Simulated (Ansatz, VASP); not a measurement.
This is a calculation of Te2Mo for Ansatz 0.2.0.

File input.yaml:

```yaml
crystal:
  lattice:
    - [3.6070833553, 0.0, 0.0]
    - [-1.8035416776, 3.1238258192, 0.0]
    - [0.0, 0.0, 17.7546639734]
  atoms:
    - { symbol: Te, position: [0.3333333333, 0.6666666667, 0.10214455] }
    - { symbol: Te, position: [0.3333333333, 0.6666666667, 0.89785545] }
    - { symbol: Mo, position: [0.0, 0.0, 0.0] }
hamiltonian:
  xc: lda
  pseudopotentials: { kind: paw }
kpoints:
  mp_grid: { grid: [9, 9, 2] }
scf:
  occupations: { method: fermi_dirac, width: 0.05 }
output:
  forces: true
  stress: true
  eigenvalues: true
```

Potentials or basis: Ansatz PAW.

The run is started by

```console
$ ansatz run input.yaml --threads 2 --pin off --max-ram 5632MiB --backend cpu --events-out ev --progress --plain --runs-dir out
```

Problem. Translate it to VASP 6.6.1. Potentials there: VASP PAW LDA potentials, release 64 (Te, Mo_sv).

Solution. As run (the cutoff follows the program's own potentials):

Contents of INCAR:

```
PREC = Accurate ; ENCUT = 520
EDIFF = 1E-7 ; ISMEAR = -1
SIGMA = 0.05 ; LREAL = F
LASPH = T ; NELM = 100
ALGO = Normal ; ISIF = 2
LWAVE = F ; LCHARG = F
NBANDS = 20
```

File KPOINTS:

```
regular mesh
0
Gamma
  9 9 2
```

POSCAR

```
Te2Mo
1.0
    3.6070833553      0.0000000000      0.0000000000
   -1.8035416776      3.1238258192      0.0000000000
    0.0000000000      0.0000000000     17.7546639734
Te Mo
2 1
Direct
    0.3333333333      0.6666666667      0.1021445500
    0.3333333333      0.6666666667      0.8978554500
    0.0000000000      0.0000000000      0.0000000000
```

Potentials or basis: VASP PAW LDA potentials, release 64 (Te, Mo_sv).

The run is started by

```bash
$ cat potpaw_LDA.64/Te/POTCAR potpaw_LDA.64/Mo_sv/POTCAR > POTCAR
$ mpirun -np 1 vasp_std > vasp.out
```

Both were run:

|  | VASP | Ansatz | Ansatz less VASP |
| --- | --- | --- | --- |
| gap on the k mesh at the Fermi level (eV) | 0.98 | 0.98 | -0.001 |
| least direct gap on the mesh (eV) | 0.98 | 0.98 | -0.001 |
| rms of the force components (eV/Å) | 0.414 | 0.435 | +0.0218 |

LDA's correlation is that of Perdew and Zunger in VASP and of Perdew and Wang (1992) in Ansatz. Atom by atom the forces differ by 0.022 eV/Å (rms over components). VASP's potentials hold 26 valence electrons a cell and Ansatz's 46, so a difference there can come from the potentials and not from the codes.

Spin-orbit coupling is off throughout. Noted on Ansatz's run: odd divisions of the mesh miss points on the zone boundary, where band edges often lie, so the gap on the mesh can be too wide.
